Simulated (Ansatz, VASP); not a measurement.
Two plane-wave programs on Zr5N

```xyz
6
Lattice="5.3785 0.0000 0.0000 -2.6893 4.6579 0.0000 0.0000 0.0000 7.7385" Properties=species:S:1:pos:R:3 pbc="T T T"
Zr    2.6893    0.0000    0.0000
Zr   -1.3446    2.3290    0.0000
Zr    1.3446    2.3290    0.0000
Zr    0.0000    0.0000    5.7552
Zr    0.0000    0.0000    1.9833
N     0.0000    0.0000    0.0000
```

Alike in both runs: task relaxation of cell and atoms; functional PBE; k mesh 12 × 12 × 6; occupations gaussian, width 0.1 eV; no spin polarisation.

|  | VASP | Ansatz |
| --- | --- | --- |
| version | VASP 6.6.1 | Ansatz 0.2.0 |
| potentials or method | VASP PAW PBE potentials, release 64 (Zr_sv, N), cutoff 600 eV | scalar-relativistic, plane waves, PAW |
| valence electrons in the cell | 65 | 65 |

```tsv
	VASP	Ansatz	Ansatz less VASP
gap on the k mesh at the Fermi level, each at its own relaxed structure (eV)	none	none	-
relaxed volume (Å³/atom)	32.23	32.28	+0.053
relaxed length of the cell vector where the two differ most in proportion (Å)	7.765	7.782	+0.0165
```

A gap of «none» marks a metal or a gap that the smearing closes.
